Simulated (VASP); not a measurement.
# Cd (Fm-3m) in VASP: a series of runs

Runs on Cd. Level: PBEsol. Tasks: single point, relaxation of cell and atoms.

Everything below comes from runs of VASP 6.6.1. Logs are shortened: lines on timing, memory, paths and dates and some standing lists are left out, and cuts for length are marked.

### 1 The cell of the first run

The structure is cubic, space group Fm-3m (No. 225). The conventional cell has a = 4.377 Å, b = 4.377 Å, c = 4.377 Å, α = 90.00°, β = 90.00°, γ = 90.00°. Cd (site symmetry m-3m) has 12 Cd at 3.09 Å within 4.1 Å.

This isn't the form of Cd at room conditions, which is hcp.

### 2 Single point, PBEsol

INCAR

```
PREC = Accurate ; ENCUT = 500
EDIFF = 1E-6 ; ISMEAR = -1
SIGMA = 0.05 ; LREAL = False
LASPH = True ; NELM = 120
ALGO = Normal ; ISIF = 2
LWAVE = False ; LCHARG = False
GGA = PS ; NBANDS = 12
GGA_COMPAT = False
```

KPOINTS

```
regular mesh
0
Gamma
  17 17 17
```

POSCAR

```
Cd
1.0
    0.0000000000      2.1882708668      2.1882708668
    2.1882708668      0.0000000000      2.1882708668
    2.1882708668      2.1882708668      0.0000000000
Cd
1
Direct
    0.0000000000      0.0000000000      0.0000000000
```

Potentials or basis: VASP PAW PBE potentials, release 64 (Cd).

Started as:

```sh
$ cat potpaw_PBE.64/Cd/POTCAR > POTCAR
$ mpirun -np 1 vasp_std > vasp.out
```

OUTCAR:

```text
PREC = Accurate
   ENCUT = 500
   EDIFF = 1E-6
   ISMEAR = -1
   LREAL = False
   LASPH = True
   NELM = 120
   ISIF = 2
   GGA = PS

 ion  position               nearest neighbor table
   1  0.000  0.000  0.000-

  LATTYP: Found a face centered cubic cell.
 ALAT       =     4.3765417336

  Lattice vectors:

 A1 = (   0.0000000000,   2.1882708668,   2.1882708668)
 A2 = (   2.1882708668,   0.0000000000,   2.1882708668)
 A3 = (   2.1882708668,   2.1882708668,   0.0000000000)

Analysis of symmetry for initial positions (statically):
=====================================================================
 Subroutine PRICEL returns:
 Original cell was already a primitive cell.

 Routine SETGRP: Setting up the symmetry group for a
 face centered cubic supercell.

 Subroutine GETGRP returns: Found 48 space group operations
 (whereof 48 operations were pure point group operations)
 out of a pool of 48 trial point group operations.

The static configuration has the point symmetry O_h .

Analysis of symmetry for dynamics (positions and initial velocities):
=====================================================================
 Subroutine PRICEL returns:
 Original cell was already a primitive cell.

 Routine SETGRP: Setting up the symmetry group for a
 face centered cubic supercell.

 Subroutine GETGRP returns: Found 48 space group operations
 (whereof 48 operations were pure point group operations)
 out of a pool of 48 trial point group operations.

The dynamic configuration has the point symmetry O_h .

 Subroutine INISYM returns: Found 48 space group operations
 (whereof 48 operations are pure point group operations),
 and found     1 'primitive' translations

----------------------------------------------------------------------------------------

                                     Primitive cell

  volume of cell :      20.9572

  direct lattice vectors                    reciprocal lattice vectors
     0.000000000  2.188270867  2.188270867    -0.228490909  0.228490909  0.228490909
     2.188270867  0.000000000  2.188270867     0.228490909 -0.228490909  0.228490909
     2.188270867  2.188270867  0.000000000     0.228490909  0.228490909 -0.228490909

  length of vectors
     3.094682338  3.094682338  3.094682338     0.395757864  0.395757864  0.395757864

  position of ions in fractional coordinates (direct lattice)
     0.000000000  0.000000000  0.000000000

  ion indices of the primitive-cell ions
   primitive index   ion index
                 1           1

----------------------------------------------------------------------------------------

 KPOINTS: regular mesh

Automatic generation of k-mesh.
 Grid dimensions read from file:
 generate k-points for:   17   17   17

 Generating k-lattice:

  Cartesian coordinates                     Fractional coordinates (reciprocal lattice)
    -0.013440642  0.013440642  0.013440642     0.058823529  0.000000000  0.000000000
     0.013440642 -0.013440642  0.013440642     0.000000000  0.058823529  0.000000000
     0.013440642  0.013440642 -0.013440642     0.000000000  0.000000000  0.058823529

  Length of vectors
     0.023279874  0.023279874  0.023279874

  Shift w.r.t. Gamma in fractional coordinates (k-lattice)
     0.000000000  0.000000000  0.000000000

 Subroutine IBZKPT returns following result:
 ===========================================

 Found    165 irreducible k-points:

 Following reciprocal coordinates:
            Coordinates               Weight
  0.000000  0.000000  0.000000      1.000000
  0.058824  0.000000  0.000000      8.000000
  0.117647  0.000000  0.000000      8.000000
  0.176471  0.000000  0.000000      8.000000
  0.235294  0.000000  0.000000      8.000000
  0.294118  0.000000  0.000000      8.000000
[... 16 lines left out ...]
 -0.176471  0.058824  0.000000     24.000000
 -0.117647  0.058824  0.000000     24.000000
 [... further k-points ...]
   k-points           NKPTS =    165   k-points in BZ     NKDIM =    165   number of bands    NBANDS=     12
   number of dos      NEDOS =    301   number of ions     NIONS =      1
   total plane-waves  NPLWV =  13824
   dimension x,y,z NGX =    24 NGY =   24 NGZ =   24
   dimension x,y,z NGXF=    48 NGYF=   48 NGZF=   48
   ions per type =               1
   NGX,Y,Z   is equivalent  to a cutoff of  12.89, 12.89, 12.89 a.u.
   NGXF,Y,Z  is equivalent  to a cutoff of  25.79, 25.79, 25.79 a.u.
 SYSTEM =  unknown system
   PREC   = accura    normal or accurate (medium, high low for compatibility)
   ISTART =      0    job   : 0-new  1-cont  2-samecut
   ICHARG =      2    charge: 1-file 2-atom 10-const
   ISPIN  =      1    spin polarized calculation?
   LNONCOLLINEAR =      F non collinear calculations
   LSORBIT =      F    spin-orbit coupling
   LASPH  =      T    aspherical Exc in radial PAW
   ENCUT  =  500.0 eV  36.75 Ry    6.06 a.u.   5.64  5.64  5.64*2*pi/ulx,y,z
   NELM   =    120;   NELMIN=  2; NELMDL= -5     # of ELM steps
   EDIFF  = 0.1E-05   stopping-criterion for ELM
   LREAL  =      F    real-space projection
   EDIFFG = 0.1E-04   stopping-criterion for IOM
   NSW    =      0    number of steps for IOM
   IBRION =     -1    ionic relax: 0-MD 1-quasi-New 2-CG
   NFREE  =      0    steps in history (QN), initial steepest desc. (CG)
   ISIF   =      2    stress and relaxation
   ISYM   =      2    0-nonsym 1-usesym 2-fastsym
   POTIM  = 0.5000    time-step for ionic-motion
   TEBEG  =    0.0;   TEEND  =   0.0 temperature during run
   PSTRESS=    0.0 pullay stress
   NELECT =      12.0000    total number of electrons
   NUPDOWN=      -1.0000    fix difference up-down
   EMIN   =  10.00;   EMAX   =-10.00  energy-range for DOS
   EFERMI =   0.00;   METHOD = LEGACY
   ISMEAR =    -1;   SIGMA  =   0.05  broadening in eV -4-tet -1-fermi 0-gaus
   EFERMI_NEDOS =   21; number of points for ismear=-14 and -15
   IALGO  =     38    algorithm
   IMIX   =      4    mixing-type and parameters
     AMIX     =   0.40;   BMIX     =  1.00
     AMIX_MAG =   1.60;   BMIX_MAG =  1.00
  volume/ion in A,a.u.               =      20.96       141.43
  Fermi-wavevector in a.u.,A,eV,Ry     =   1.359432  2.568954 25.144321  1.848055
  Thomas-Fermi vector in A             =   2.486180
   LORBIT       =      0    0 simple, 1 ext, 2 COOP (PROOUT), +10 PAW based schemes
   GGA     = PS    functional components
   LHFCALC =     F    Hartree Fock is set to
   AEXX    =    0.0000 exact exchange contribution
   IVDW    =     0    specifies the selected vdW correction
   LEPSILON=     F    determine dielectric tensor
   LRPA    =     F    only Hartree local field effects (RPA)
 non-spin polarized calculation
  energy-cutoff  :      500.00
  volume of cell :       20.96
 maximum number of plane-waves:       547
   NGX = 11   NGY = 11   NGZ = 11

 number of electron      12.0000006 magnetization

 Free energy of the ion-electron system (eV)
  ---------------------------------------------------
  ext. energy  EPLUGINS =         0.00000000
  ---------------------------------------------------
  free energy    TOTEN  =        -1.18964038 eV

  energy without entropy =       -1.18672741  energy(sigma->0) =       -1.18818390

 E-fermi :   2.9293     XC(G=0): -11.3817

 val. band max:        2.9141134992   @ k =  -0.4118   0.2353   0.1176
 cond. band min:       3.0093199453   @ k =  -0.4118   0.3529   0.0000
 fundamental gap:      0.0952064461
 Fermi energy:         2.9293293610

 k-point     1 :       0.0000    0.0000    0.0000
  band No.  band energies     occupation
      1      -6.2296      2.00000
      2      -6.2296      2.00000
      3      -6.2296      2.00000
      4      -6.1782      2.00000
      5      -5.7279      2.00000
      6      -5.7279      2.00000
      7      16.9867      0.00000
      8      18.2787      0.00000
      9      18.2787      0.00000
     10      18.2787      0.00000
     11      21.7393      0.00000
     12      21.7393      0.00000

 k-point     2 :       0.0588    0.0000    0.0000
  band No.  band energies     occupation
      1      -6.2465      2.00000
      2      -6.2135      2.00000
      3      -6.2135      2.00000
      4      -6.0785      2.00000
      5      -5.7321      2.00000
      6      -5.7321      2.00000
      7      16.5277      0.00000
      8      17.4634      0.00000
      9      18.1352      0.00000
     10      18.1352      0.00000
     11      21.9829      0.00000
     12      21.9833      0.00000

 k-point     3 :       0.1176    0.0000    0.0000
  band No.  band energies     occupation
      1      -6.3040      2.00000
      2      -6.1726      2.00000
      3      -6.1726      2.00000
      4      -5.7704      2.00000
      5      -5.7380      2.00000
      6      -5.7380      2.00000
      7      14.5032      0.00000
      8      17.2864      0.00000
      9      17.7927      0.00000
     10      17.7927      0.00000
     11      21.9481      0.00000
     12      22.5560      0.00000

 k-point     4 :       0.1765    0.0000    0.0000
  band No.  band energies     occupation
      1      -6.3911      2.00000
      2      -6.1307      2.00000
      3      -6.1307      2.00000
      4      -5.7248      2.00000
      5      -5.7248      2.00000
      6      -5.2580      2.00000
      7      12.2014      0.00000
      8      17.2235      0.00000
      9      17.3797      0.00000
     10      17.3797      0.00000
     11      21.6156      0.00000
     12      22.5972      0.00000

 k-point     5 :       0.2353    0.0000    0.0000
  band No.  band energies     occupation
      1      -6.4942      2.00000
      2      -6.1183      2.00000
      3      -6.1183      2.00000
      4      -5.6675      2.00000
      5      -5.6675      2.00000
      6      -4.5454      2.00000
      7       9.9286      0.00000
      8      16.9632      0.00000
      9      16.9632      0.00000
     10      17.0475      0.00000
     11      21.4597      0.00000
     12      21.7641      0.00000

 k-point     6 :       0.2941    0.0000    0.0000
  band No.  band energies     occupation
      1      -6.5988      2.00000
      2      -6.1392      2.00000
      3      -6.1392      2.00000
      4      -5.5704      2.00000
      5      -5.5704      2.00000
      6      -3.6385      2.00000
      7       7.7458      0.00000
      8      16.5740      0.00000
      9      16.5740      0.00000
     10      16.7659      0.00000
     11      20.9700      0.00000
     12      20.9700      0.00000

 k-point     7 :       0.3529    0.0000    0.0000
  band No.  band energies     occupation
      1      -6.6910      2.00000
      2      -6.1739      2.00000
      3      -6.1739      2.00000
      4      -5.4635      2.00000
      5      -5.4635      2.00000
      6      -2.5458      2.00000
      7       5.6837      0.00000
      8      16.2376      0.00000
      9      16.2376      0.00000
     10      16.4629      0.00000
     11      20.3647      0.00000
     12      20.3647      0.00000

 k-point     8 :       0.4118    0.0000    0.0000
  band No.  band energies     occupation
      1      -6.7592      2.00000
      2      -6.2052      2.00000
      3      -6.2052      2.00000
      4      -5.3754      2.00000
      5      -5.3754      2.00000
      6      -1.2855      2.00000
      7       3.7719      0.00000
      8      15.9850      0.00000
      9      15.9850      0.00000
     10      16.2199      0.00000
     11      19.9675      0.00000
     12      19.9675      0.00000
[... 166 lines left out ...]
 k-point    20 :      -0.3529    0.0588    0.0000
  band No.  band energies     occupation
      1      -6.6875      2.00000
      2      -6.1919      2.00000
      3      -6.1654      2.00000
      4      -5.4822      2.00000
      5      -5.4365      2.00000
      6      -2.0363      2.00000
      7       5.1008      0.00000
      8      14.4743      0.00000
      9      16.5649      0.00000
     10      16.6077      0.00000
     11      19.9763      0.00000
     12      20.6550      0.00000

 k-point    21 :      -0.2941    0.0588    0.0000
  band No.  band energies     occupation
      1      -6.6037      2.00000
      2      -6.1557      2.00000
      3      -6.1301      2.00000
      4      -5.6003      2.00000
      5      -5.5273      2.00000
      6      -3.1846      2.00000
      7       7.1154      0.00000
      8      14.5585      0.00000
      9      17.0554      0.00000
     10      17.3262      0.00000
     11      20.1625      0.00000
     12      20.6211      0.00000

 k-point    22 :      -0.2353    0.0588    0.0000
  band No.  band energies     occupation
      1      -6.5039      2.00000
      2      -6.1287      2.00000
      3      -6.1005      2.00000
      4      -5.7112      2.00000
      5      -5.6269      2.00000
      6      -4.1498      2.00000
      7       9.2590      0.00000
      8      14.7780      0.00000
      9      17.5776      0.00000
     10      18.0151      0.00000
     11      20.5338      0.00000
     12      20.6281      0.00000

 k-point    23 :      -0.1765    0.0588    0.0000
  band No.  band energies     occupation
      1      -6.4015      2.00000
      2      -6.1303      2.00000
      3      -6.1032      2.00000
      4      -5.7769      2.00000
      5      -5.7065      2.00000
      6      -4.9206      2.00000
      7      11.5048      0.00000
      8      15.1121      0.00000
      9      17.9467      0.00000
     10      18.5264      0.00000
     11      20.6048      0.00000
     12      21.4395      0.00000

 k-point    24 :      -0.1176    0.0588    0.0000
  band No.  band energies     occupation
      1      -6.3121      2.00000
      2      -6.1657      2.00000
      3      -6.1459      2.00000
      4      -5.7818      2.00000
      5      -5.7612      2.00000
      6      -5.4792      2.00000
      7      13.8094      0.00000
      8      15.5446      0.00000
      9      17.9934      0.00000
     10      18.7627      0.00000
     11      21.0303      0.00000
     12      22.1331      0.00000

 [... further k-points ...]
[... 5 lines left out ...]
  --------------------------------------------------------------------------------------
  -------------------------------------------------------------------------------------
  Total        0.0436508      0.0436508      0.0436508      0.0000000      0.0000000      0.0000000
  in kB        3.3371033      3.3371033      3.3371033      0.0000000      0.0000000      0.0000000
  external PRESSURE =       3.3371033 kB  Pullay stress =       0.0000000 kB

 VOLUME and BASIS-vectors are now :
 -----------------------------------------------------------------------------
  energy-cutoff  :      500.00
  volume of cell :       20.96
      direct lattice vectors                 reciprocal lattice vectors
     0.000000000  2.188270867  2.188270867    -0.228490909  0.228490909  0.228490909
     2.188270867  0.000000000  2.188270867     0.228490909 -0.228490909  0.228490909
     2.188270867  2.188270867  0.000000000     0.228490909  0.228490909 -0.228490909

 POSITION                                       TOTAL-FORCE (eV/Angst)
 -----------------------------------------------------------------------------------
      0.00000      0.00000      0.00000        -0.000000     -0.000000     -0.000000
 -----------------------------------------------------------------------------------
    total drift:                                0.000000      0.000000     -0.000000

  FREE ENERGIE OF THE ION-ELECTRON SYSTEM (eV)
  ---------------------------------------------------
  free  energy   TOTEN  =        -1.1896403809 eV

  energy  without entropy=       -1.1867274099  energy(sigma->0) =       -1.18818390
```

Run time: 17 s. Hardware: 1 thread of Intel Xeon Platinum 8259CL at 2.50GHz (Skylake/Cascade Lake), shared host; peak memory 0.16 GiB.

What came out:

* Free energy: -1.1896 eV
* Pressure: 0.3 GPa
* Band gap on the k mesh: zero (bands 6 and 7 overlap by 2.42 eV)

Caveat: the PAW data sets were made with another functional, which shifts forces and pressure a little.

### 3 Relaxation of cell and atoms, PBEsol

This run uses another cell than the first one, of 21.59 Å³/atom.

INCAR

```
SYSTEM = Cd
ALGO = Normal ; EDIFF = 1E-7
EDIFFG = -0.02 ; ENCUT = 500
GGA = PS ; GGA_COMPAT = .False.
IBRION = 2 ; ISIF = 3
ISMEAR = -1 ; LASPH = .True.
LCHARG = .False. ; LREAL = .False.
LWAVE = .False. ; NELM = 120
NELMIN = 4 ; NSW = 80
PREC = Accurate ; SIGMA = 0.05
```

KPOINTS

```
k-points
0
Gamma
  17 17 17
  0 0 0
```

POSCAR

```
Cd
1.0
    0.0000000000      2.2100000000      2.2100000000
    2.2100000000      0.0000000000      2.2100000000
    2.2100000000      2.2100000000      0.0000000000
Cd
1
Direct
    0.0000000000      0.0000000000      0.0000000000
```

Potentials or basis: VASP PAW PBE potentials, release 64 (Cd).

Started as:

```sh
$ cat potpaw_PBE.64/Cd/POTCAR > POTCAR
$ mpirun -np 1 vasp_std > vasp.out
```

OUTCAR:

```text
SYSTEM = Cd
   EDIFF = 1E-7
   EDIFFG = -0.02
   ENCUT = 500
   GGA = PS
   IBRION = 2
   ISIF = 3
   ISMEAR = -1
   LASPH = .True.
   LREAL = .False.
   NELM = 120
   NELMIN = 4
   NSW = 80
   PREC = Accurate

 ion  position               nearest neighbor table
   1  0.000  0.000  0.000-

  LATTYP: Found a face centered cubic cell.
 ALAT       =     4.4200000000

  Lattice vectors:

 A1 = (   0.0000000000,   2.2100000000,   2.2100000000)
[... 530 lines left out ...]
      3      -6.1634      2.00000
      4      -5.8021      2.00000
      5      -5.7778      2.00000
      6      -5.4862      2.00000
      7      13.7564      0.00000
      8      15.4887      0.00000
      9      17.9414      0.00000
     10      18.6940      0.00000

 [... further k-points ...]
[... 5 lines left out ...]
  --------------------------------------------------------------------------------------
  -------------------------------------------------------------------------------------
  Total        0.0158992      0.0158992      0.0158992      0.0000000     -0.0000000      0.0000000
  in kB        1.2110625      1.2110625      1.2110625      0.0000000     -0.0000000      0.0000000
  external PRESSURE =       1.2110625 kB  Pullay stress =       0.0000000 kB

 VOLUME and BASIS-vectors are now :
 -----------------------------------------------------------------------------
  energy-cutoff  :      500.00
  volume of cell :       21.03
      direct lattice vectors                 reciprocal lattice vectors
     0.000000000  2.190937431  2.190937431    -0.228212816  0.228212816  0.228212816
     2.190937431 -0.000000000  2.190937431     0.228212816 -0.228212816  0.228212816
     2.190937431  2.190937431 -0.000000000     0.228212816  0.228212816 -0.228212816

 POSITION                                       TOTAL-FORCE (eV/Angst)
 -----------------------------------------------------------------------------------
      2.19094      2.19094      4.38187        -0.000000      0.000000     -0.000000
 -----------------------------------------------------------------------------------
    total drift:                               -0.000000     -0.000000     -0.000000

  FREE ENERGIE OF THE ION-ELECTRON SYSTEM (eV)
  ---------------------------------------------------
  free  energy   TOTEN  =        -1.1897642539 eV

  energy  without entropy=       -1.1868476712  energy(sigma->0) =       -1.18830596

 reached required accuracy - stopping structural energy minimisation
```

CONTCAR:

```text
Cd
   1.00000000000000
     0.0000000000000000    2.1909374308643894    2.1909374308643894
     2.1909374308643894   -0.0000000000000000    2.1909374308643894
     2.1909374308643894    2.1909374308643894   -0.0000000000000000
  Cd
     1
Direct
     1.0000000000000000    1.0000000000000000    0.0000000000000000

  0.00000000E+00  0.00000000E+00  0.00000000E+00
```

It took 34 s on 1 thread of Intel Xeon Platinum 8259CL at 2.50GHz (Skylake/Cascade Lake), shared host; peak memory 0.16 GiB.

What came out:

```
Free energy                           : -1.1898 eV
Relaxed volume                        : 21.03 Å³/atom
Relaxed cell                          : a = 3.098 Å, b = 3.098 Å, c = 3.098 Å, α = 60.00°, β = 60.00°, γ = 60.00°
Space group after relaxing (to 0.1 Å) : Fm-3m (No. 225)
Energy gained by relaxing             : 2.2 meV/atom
Ionic steps                           : 2
Pressure after relaxing               : 0.1 GPa
Band gap on the k mesh                : zero (bands 6 and 7 overlap by 2.43 eV)
```

Step by step:
```tsv
step	energy change (eV)	largest force (eV/Å)	pressure (GPa)	volume (Å³)
1	0.0000	0.0000	-1.33	21.59
2	-0.0022	0.0000	0.12	21.03
```

Final structure:
```yaml
crystal:
  lattice:
    - [0.00000, 2.19094, 2.19094]
    - [2.19094, 0.00000, 2.19094]
    - [2.19094, 2.19094, 0.00000]
  atoms:
    - { symbol: Cd, position: [0.00000, 0.00000, 0.00000] }
```

Caveat: the PAW data sets were made with another functional, which shifts forces and pressure a little.
